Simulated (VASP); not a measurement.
# BAs (F-43m) in VASP: further runs

Aim: see how the results for BAs move with the level of theory and the settings. Levels: PBEsol, PBE. Tasks: single point.

Program: VASP 6.6.1. These are calculated values, not measurements. Logs are shortened: lines on timing, memory, paths and dates and some standing lists are left out, and cuts for length are marked.

## Step 1: The cell of the first run

Symmetry: F-43m, No. 216, cubic system. Conventional cell: a = 4.768 Å, b = 4.768 Å, c = 4.768 Å, α = 90.00°, β = 90.00°, γ = 90.00°. B (site symmetry -43m) has 4 As at 2.06 Å within 2.7 Å. Within 2.7 Å of As (site symmetry -43m) lie 4 B at 2.06 Å.

## Step 2: Single point, PBEsol

INCAR reads:

```
SYSTEM = BAs
ALGO     = Normal         ! electronic algorithm
EDIFF    = 1E-6           ! SCF threshold, eV
ENCUT    = 520            ! plane-wave cutoff, eV
GGA      = PS             ! functional
ISIF     = 2              ! what is computed and relaxed
ISMEAR   = -1             ! smearing method
LASPH    = .True.         ! aspherical terms in the spheres
LCHARG   = .False.        ! write CHGCAR
LREAL    = .False.        ! projectors in reciprocal space
LWAVE    = .False.        ! write WAVECAR
NBANDS   = 11             ! bands
NELM     = 60             ! most SCF steps
PREC     = Accurate       ! precision mode
SIGMA    = 0.02           ! smearing width, eV
```

KPOINTS reads:

```
k-points
0
Gamma
  8 8 8
  0 0 0
```

POSCAR reads:

```
BAs
1.0
    0.0000000000      2.3838188479      2.3838188479
    2.3838188479      0.0000000000      2.3838188479
    2.3838188479      2.3838188479      0.0000000000
B As
1 1
Direct
    0.0000000000      0.0000000000      0.0000000000
    0.2500000000      0.2500000000      0.2500000000
```

Potentials or basis: VASP PAW PBE potentials, release 64 (B, As).

Started as:

```console
$ cat potpaw_PBE.64/B/POTCAR potpaw_PBE.64/As/POTCAR > POTCAR
$ mpirun -np 1 vasp_std > vasp.out
```

OUTCAR:

```text
SYSTEM = BAs
   EDIFF = 1E-6
   ENCUT = 520
   GGA = PS
   ISIF = 2
   ISMEAR = -1
   LASPH = .True.
   LREAL = .False.
   NELM = 60
   PREC = Accurate

 ion  position               nearest neighbor table
   1  0.000  0.000  0.000-   2 2.06   2 2.06   2 2.06   2 2.06
   2  0.250  0.250  0.250-   1 2.06   1 2.06   1 2.06   1 2.06

  LATTYP: Found a face centered cubic cell.
 ALAT       =     4.7676376958

  Lattice vectors:

 A1 = (   0.0000000000,   2.3838188479,   2.3838188479)
 A2 = (   2.3838188479,   0.0000000000,   2.3838188479)
 A3 = (   2.3838188479,   2.3838188479,   0.0000000000)

Analysis of symmetry for initial positions (statically):
=====================================================================
 Subroutine PRICEL returns:
 Original cell was already a primitive cell.

 Routine SETGRP: Setting up the symmetry group for a
 face centered cubic supercell.

 Subroutine GETGRP returns: Found 24 space group operations
 (whereof 24 operations were pure point group operations)
 out of a pool of 48 trial point group operations.

The static configuration has the point symmetry T_d .

Analysis of symmetry for dynamics (positions and initial velocities):
=====================================================================
 Subroutine PRICEL returns:
 Original cell was already a primitive cell.

 Routine SETGRP: Setting up the symmetry group for a
 face centered cubic supercell.

 Subroutine GETGRP returns: Found 24 space group operations
 (whereof 24 operations were pure point group operations)
 out of a pool of 48 trial point group operations.

The dynamic configuration has the point symmetry T_d .

 Subroutine INISYM returns: Found 24 space group operations
 (whereof 24 operations are pure point group operations),
 and found     1 'primitive' translations

----------------------------------------------------------------------------------------

                                     Primitive cell

  volume of cell :      27.0925

  direct lattice vectors                    reciprocal lattice vectors
     0.000000000  2.383818848  2.383818848    -0.209747482  0.209747482  0.209747482
     2.383818848  0.000000000  2.383818848     0.209747482 -0.209747482  0.209747482
     2.383818848  2.383818848  0.000000000     0.209747482  0.209747482 -0.209747482

  length of vectors
     3.371228945  3.371228945  3.371228945     0.363293295  0.363293295  0.363293295

  position of ions in fractional coordinates (direct lattice)
     0.000000000  0.000000000  0.000000000
     0.250000000  0.250000000  0.250000000

  ion indices of the primitive-cell ions
   primitive index   ion index
                 1           1
                 2           2

----------------------------------------------------------------------------------------

 KPOINTS: k-points

Automatic generation of k-mesh.
 Grid dimensions read from file:
 generate k-points for:    8    8    8

 Generating k-lattice:

  Cartesian coordinates                     Fractional coordinates (reciprocal lattice)
    -0.026218435  0.026218435  0.026218435     0.125000000  0.000000000  0.000000000
     0.026218435 -0.026218435  0.026218435     0.000000000  0.125000000  0.000000000
     0.026218435  0.026218435 -0.026218435     0.000000000  0.000000000  0.125000000

  Length of vectors
     0.045411662  0.045411662  0.045411662

  Shift w.r.t. Gamma in fractional coordinates (k-lattice)
     0.000000000  0.000000000  0.000000000

 Subroutine IBZKPT returns following result:
 ===========================================

 Found     29 irreducible k-points:

 Following reciprocal coordinates:
            Coordinates               Weight
  0.000000  0.000000  0.000000      1.000000
  0.125000  0.000000  0.000000      8.000000
  0.250000  0.000000  0.000000      8.000000
  0.375000  0.000000  0.000000      8.000000
  0.500000  0.000000  0.000000      4.000000
  0.125000  0.125000  0.000000      6.000000
[... 16 lines left out ...]
  0.500000  0.250000  0.125000     48.000000
 -0.375000  0.250000  0.125000     24.000000
 [... further k-points ...]
   k-points           NKPTS =     29   k-points in BZ     NKDIM =     29   number of bands    NBANDS=     11
   number of dos      NEDOS =    301   number of ions     NIONS =      2
   total plane-waves  NPLWV =  21952
   dimension x,y,z NGX =    28 NGY =   28 NGZ =   28
   dimension x,y,z NGXF=    56 NGYF=   56 NGZF=   56
   ions per type =               1   1
   NGX,Y,Z   is equivalent  to a cutoff of  13.81, 13.81, 13.81 a.u.
   NGXF,Y,Z  is equivalent  to a cutoff of  27.62, 27.62, 27.62 a.u.
 SYSTEM =  BAs
   PREC   = accura    normal or accurate (medium, high low for compatibility)
   ISTART =      0    job   : 0-new  1-cont  2-samecut
   ICHARG =      2    charge: 1-file 2-atom 10-const
   ISPIN  =      1    spin polarized calculation?
   LNONCOLLINEAR =      F non collinear calculations
   LSORBIT =      F    spin-orbit coupling
   LASPH  =      T    aspherical Exc in radial PAW
   ENCUT  =  520.0 eV  38.22 Ry    6.18 a.u.   6.27  6.27  6.27*2*pi/ulx,y,z
   NELM   =     60;   NELMIN=  2; NELMDL= -5     # of ELM steps
   EDIFF  = 0.1E-05   stopping-criterion for ELM
   LREAL  =      F    real-space projection
   EDIFFG = 0.1E-04   stopping-criterion for IOM
   NSW    =      0    number of steps for IOM
   IBRION =     -1    ionic relax: 0-MD 1-quasi-New 2-CG
   NFREE  =      0    steps in history (QN), initial steepest desc. (CG)
   ISIF   =      2    stress and relaxation
   ISYM   =      2    0-nonsym 1-usesym 2-fastsym
   POTIM  = 0.5000    time-step for ionic-motion
   TEBEG  =    0.0;   TEEND  =   0.0 temperature during run
   PSTRESS=    0.0 pullay stress
   NELECT =       8.0000    total number of electrons
   NUPDOWN=      -1.0000    fix difference up-down
   EMIN   =  10.00;   EMAX   =-10.00  energy-range for DOS
   EFERMI =   0.00;   METHOD = LEGACY
   ISMEAR =    -1;   SIGMA  =   0.02  broadening in eV -4-tet -1-fermi 0-gaus
   EFERMI_NEDOS =   21; number of points for ismear=-14 and -15
   IALGO  =     38    algorithm
   IMIX   =      4    mixing-type and parameters
     AMIX     =   0.40;   BMIX     =  1.00
     AMIX_MAG =   1.60;   BMIX_MAG =  1.00
  volume/ion in A,a.u.               =      13.55        91.41
  Fermi-wavevector in a.u.,A,eV,Ry     =   1.090155  2.060094 16.169679  1.188438
  Thomas-Fermi vector in A             =   2.226373
   LORBIT       =      0    0 simple, 1 ext, 2 COOP (PROOUT), +10 PAW based schemes
   GGA     = PS    functional components
   LHFCALC =     F    Hartree Fock is set to
   AEXX    =    0.0000 exact exchange contribution
   IVDW    =     0    specifies the selected vdW correction
   LEPSILON=     F    determine dielectric tensor
   LRPA    =     F    only Hartree local field effects (RPA)
 non-spin polarized calculation
  energy-cutoff  :      520.00
  volume of cell :       27.09
 maximum number of plane-waves:       745
 NGX is ok and might be reduce to    28
   NGX = 13   NGY = 13   NGZ = 13

 number of electron       8.0000000 magnetization

 Free energy of the ion-electron system (eV)
  ---------------------------------------------------
  ext. energy  EPLUGINS =         0.00000000
  ---------------------------------------------------
  free energy    TOTEN  =       -12.20105412 eV

  energy without entropy =      -12.20105412  energy(sigma->0) =      -12.20105412

 E-fermi :   6.5290     XC(G=0): -10.7557

 val. band max:        6.1100138052   @ k =   0.0000   0.0000   0.0000
 cond. band min:       7.1963920811   @ k =   0.3750   0.3750   0.0000
 fundamental gap:      1.0863782758
 Fermi energy:         6.5289698348

 k-point     1 :       0.0000    0.0000    0.0000
  band No.  band energies     occupation
      1      -9.3813      2.00000
      2       6.1100      2.00000
      3       6.1100      2.00000
      4       6.1100      2.00000
      5       9.3568      0.00000
      6       9.3568      0.00000
      7       9.3568      0.00000
      8      10.8666      0.00000
      9      15.4850      0.00000
     10      19.0643      0.00000
     11      19.0643      0.00000

 k-point     2 :       0.1250    0.0000    0.0000
  band No.  band energies     occupation
      1      -9.1233      2.00000
      2       4.1259      2.00000
      3       5.6645      2.00000
      4       5.6645      2.00000
      5       9.4882      0.00000
      6       9.9414      0.00000
      7       9.9414      0.00000
      8      12.1144      0.00000
      9      16.4568      0.00000
     10      17.6658      0.00000
     11      17.6658      0.00000

 k-point     3 :       0.2500    0.0000    0.0000
  band No.  band energies     occupation
      1      -8.3714      2.00000
      2       1.1255      2.00000
      3       4.9467      2.00000
      4       4.9467      2.00000
      5       9.1662      0.00000
      6      10.7387      0.00000
      7      10.7387      0.00000
      8      13.9975      0.00000
      9      17.2305      0.00000
     10      17.2744      0.00000
     11      17.2744      0.00000

 k-point     4 :       0.3750    0.0000    0.0000
  band No.  band energies     occupation
      1      -7.2521      2.00000
      2      -1.4798      2.00000
      3       4.4441      2.00000
      4       4.4441      2.00000
      5       8.8934      0.00000
      6      10.9000      0.00000
      7      10.9000      0.00000
      8      14.8271      0.00000
      9      17.8044      0.00000
     10      18.7522      0.00000
     11      18.7522      0.00000
[... 239 lines left out ...]
 k-point    22 :       0.3750    0.2500    0.1250
  band No.  band energies     occupation
      1      -7.7139      2.00000
      2       0.8878      2.00000
      3       2.3355      2.00000
      4       4.0625      2.00000
      5       9.2821      0.00000
      6      11.3390      0.00000
      7      11.9606      0.00000
      8      13.2948      0.00000
      9      16.8095      0.00000
     10      19.3501      0.00000
     11      20.2594      0.00000

 k-point    23 :       0.5000    0.2500    0.1250
  band No.  band energies     occupation
      1      -6.6334      2.00000
      2      -1.1029      2.00000
      3       1.6147      2.00000
      4       3.3330      2.00000
      5       9.9052      0.00000
      6      11.1340      0.00000
      7      12.5956      0.00000
      8      14.1645      0.00000
      9      17.4703      0.00000
     10      19.3902      0.00000
     11      21.5445      0.00000

 k-point    24 :      -0.3750    0.2500    0.1250
  band No.  band energies     occupation
      1      -5.8981      2.00000
      2      -2.2477      2.00000
      3       1.4965      2.00000
      4       2.9902      2.00000
      5      10.0221      0.00000
      6      10.8164      0.00000
      7      13.5737      0.00000
      8      15.1160      0.00000
      9      16.3728      0.00000
     10      20.2620      0.00000
     11      21.2416      0.00000

 [... further k-points ...]
[... 5 lines left out ...]
  --------------------------------------------------------------------------------------
  -------------------------------------------------------------------------------------
  Total        0.1518948      0.1518948      0.1518948     -0.0000000      0.0000000      0.0000000
  in kB        8.9826359      8.9826359      8.9826359     -0.0000000      0.0000000      0.0000000
  external PRESSURE =       8.9826359 kB  Pullay stress =       0.0000000 kB

 VOLUME and BASIS-vectors are now :
 -----------------------------------------------------------------------------
  energy-cutoff  :      520.00
  volume of cell :       27.09
      direct lattice vectors                 reciprocal lattice vectors
     0.000000000  2.383818848  2.383818848    -0.209747482  0.209747482  0.209747482
     2.383818848  0.000000000  2.383818848     0.209747482 -0.209747482  0.209747482
     2.383818848  2.383818848  0.000000000     0.209747482  0.209747482 -0.209747482

 POSITION                                       TOTAL-FORCE (eV/Angst)
 -----------------------------------------------------------------------------------
      0.00000      0.00000      0.00000         0.000000      0.000000      0.000000
      1.19191      1.19191      1.19191        -0.000000     -0.000000     -0.000000
 -----------------------------------------------------------------------------------
    total drift:                               -0.000000     -0.000000     -0.000000

  FREE ENERGIE OF THE ION-ELECTRON SYSTEM (eV)
  ---------------------------------------------------
  free  energy   TOTEN  =       -12.2010541223 eV

  energy  without entropy=      -12.2010541223  energy(sigma->0) =      -12.20105412
```

Wall time 5.4 s (1 thread of Intel Xeon 6975P-C (Granite Rapids), shared host); peak memory 0.15 GiB.

What came out:

| Item | Value |
| --- | --- |
| Free energy | -12.2011 eV |
| Pressure | 0.9 GPa |
| Band gap on the k mesh | 1.09 eV, indirect (least direct gap 3.25 eV) |

Levels at points of the mesh, in eV from the valence-band top:
```tsv
k point	band 2	band 3	band 4	band 5	band 6	band 7
(0.00, 0.00, 0.00)	0.00	0.00	0.00	3.25	3.25	3.25
(0.50, 0.00, 0.00)	-8.88	-1.84	-1.84	2.69	4.73	4.73
(0.50, 0.50, 0.00)	-8.57	-4.13	-4.13	1.31	1.33	11.40
```

Caveat: the PAW data sets were made with another functional, which shifts forces and pressure a little.

## Step 3: Single point, PBE

This run uses another cell than the first one, of 13.68 Å³/atom, 1.010 times its volume.

INCAR reads:

```
SYSTEM = BAs
ALGO = Normal
EDIFF = 1E-6
ENCUT = 520
GGA = PE
ISIF = 2
ISMEAR = -1
LASPH = .TRUE.
LCHARG = .TRUE.
LELF = .TRUE.
LREAL = .FALSE.
LVHAR = .TRUE.
LWAVE = .FALSE.
NBANDS = 11
NELM = 60
PREC = Accurate
SIGMA = 0.02
```

KPOINTS reads:

```
k-points
0
G
  10 10 10
  0 0 0
```

POSCAR reads:

```
BAs
1.0
    0.0000000000      2.3918700258      2.3918700258
    2.3918700258      0.0000000000      2.3918700258
    2.3918700258      2.3918700258      0.0000000000
B As
1 1
Direct
    0.0000000000      0.0000000000      0.0000000000
    0.2500000000      0.2500000000      0.2500000000
```

Potentials or basis: VASP PAW PBE potentials, release 64 (B, As).

Started as:

```console
$ cat potpaw_PBE.64/B/POTCAR potpaw_PBE.64/As/POTCAR > POTCAR
$ mpirun -np 1 vasp_std > vasp.out
```

OUTCAR:

```text
SYSTEM = BAs
   EDIFF = 1E-6
   ENCUT = 520
   GGA = PE
   ISIF = 2
   ISMEAR = -1
   LASPH = .TRUE.
   LREAL = .FALSE.
   NELM = 60
   PREC = Accurate

 ion  position               nearest neighbor table
   1  0.000  0.000  0.000-   2 2.07   2 2.07   2 2.07   2 2.07
   2  0.250  0.250  0.250-   1 2.07   1 2.07   1 2.07   1 2.07

  LATTYP: Found a face centered cubic cell.
 ALAT       =     4.7837400516

  Lattice vectors:

 A1 = (   0.0000000000,   2.3918700258,   2.3918700258)
 A2 = (   2.3918700258,   0.0000000000,   2.3918700258)
 A3 = (   2.3918700258,   2.3918700258,   0.0000000000)

[... 512 lines left out ...]
      8      15.1204      0.00000
      9      18.0960      0.00000
     10      21.8426      0.00000
     11      21.9237      0.00000

 [... further k-points ...]
[... 5 lines left out ...]
  --------------------------------------------------------------------------------------
  -------------------------------------------------------------------------------------
  Total        0.4803706      0.4803706      0.4803706     -0.0000000      0.0000000      0.0000000
  in kB       28.1218775     28.1218775     28.1218775     -0.0000000      0.0000000      0.0000000
  external PRESSURE =      28.1218775 kB  Pullay stress =       0.0000000 kB

 VOLUME and BASIS-vectors are now :
 -----------------------------------------------------------------------------
  energy-cutoff  :      520.00
  volume of cell :       27.37
      direct lattice vectors                 reciprocal lattice vectors
     0.000000000  2.391870026  2.391870026    -0.209041459  0.209041459  0.209041459
     2.391870026  0.000000000  2.391870026     0.209041459 -0.209041459  0.209041459
     2.391870026  2.391870026  0.000000000     0.209041459  0.209041459 -0.209041459

 POSITION                                       TOTAL-FORCE (eV/Angst)
 -----------------------------------------------------------------------------------
      0.00000      0.00000      0.00000         0.000000     -0.000000     -0.000000
      1.19594      1.19594      1.19594        -0.000000      0.000000      0.000000
 -----------------------------------------------------------------------------------
    total drift:                               -0.000000     -0.000000     -0.000000

  FREE ENERGIE OF THE ION-ELECTRON SYSTEM (eV)
  ---------------------------------------------------
  free  energy   TOTEN  =       -11.4086800607 eV

  energy  without entropy=      -11.4086800607  energy(sigma->0) =      -11.40868006
```

stdout:

```text
POSCAR found type information on POSCAR B As
 POSCAR found :  2 types and       2 ions
 scaLAPACK will be used
 LDA part: xc-table for (Slater+PW92), standard interpolation
 POSCAR, INCAR and KPOINTS ok, starting setup
 FFT: planning ... GRIDC
 FFT: planning ... GRID_SOFT
 FFT: planning ... GRID
 WAVECAR not read
 entering main loop
```

Run time: 8.2 s. Hardware: 1 thread of Intel Xeon 6975P-C (Granite Rapids), shared host; peak memory 0.16 GiB.

Results:

| Property | Result |
| --- | --- |
| Free energy | -11.4087 eV |
| Pressure | 2.8 GPa |
| Band gap on the k mesh | 1.18 eV, indirect (least direct gap 3.27 eV) |
